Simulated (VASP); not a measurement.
Wanted: the native input for a VASP 6.6.1 run.

- Task: single point
- Functional: PBEsol
- Potentials or basis: VASP PAW PBE potentials, release 64 (Ta_pv, N)
- Cutoff: 520 eV
- k mesh: 18 × 18 × 18
- Occupations: gaussian, width 0.15 eV
- Spin: no spin polarisation
- Dipole correction: no
- Further INCAR settings: ALGO = Normal; EDIFF = 1e-07; NBANDS = 15

The structure of TaN lies in POSCAR:

```
TaN
1.0
    0.0000000000      2.1790000000      2.0046800000
    2.1790000000      0.0000000000      2.0046800000
    2.1790000000      2.1790000000      0.0000000000
Ta N
1 1
Direct
    0.5000000000      0.5000000000      0.5000000000
    0.0000000000      0.0000000000      0.0000000000
```

This cell differs from its parent crystal: strain +0.000 along x and y, -0.080 along z.

The input as run:

INCAR

```
ALGO = Normal
EDIFF = 1E-7
ENCUT = 520
GGA = PS
ISIF = 2
ISMEAR = 0
LASPH = T
LCHARG = T
LELF = T
LREAL = F
LVHAR = T
LWAVE = F
NBANDS = 15
NELM = 60
PREC = Accurate
SIGMA = 0.15
```

KPOINTS

```
k-points
0
Gamma
  18 18 18
```

Potentials or basis: VASP PAW PBE potentials, release 64 (Ta_pv, N).

Launch:

```sh
$ cat potpaw_PBE.64/Ta_pv/POTCAR potpaw_PBE.64/N/POTCAR > POTCAR
$ mpirun -np 1 vasp_std > vasp.out
```

Results of the run:

```yaml
Pressure: 51.9 GPa
Band_gap_on_the_k_mesh: zero (band 8 reaches 12.62 eV, above the bottom of band 9 at 7.89 eV)
```

Caveat: the cell differs from its parent crystal (strain +0.000 along x and y, -0.080 along z); the PAW data sets were made with another functional, which shifts forces and pressure a little; spin-orbit coupling is left out, which moves the levels of the heavy elements.

It took 2.6 min on 1 thread of Intel Xeon 8259CL (shared host), peak memory 0.26 GiB.
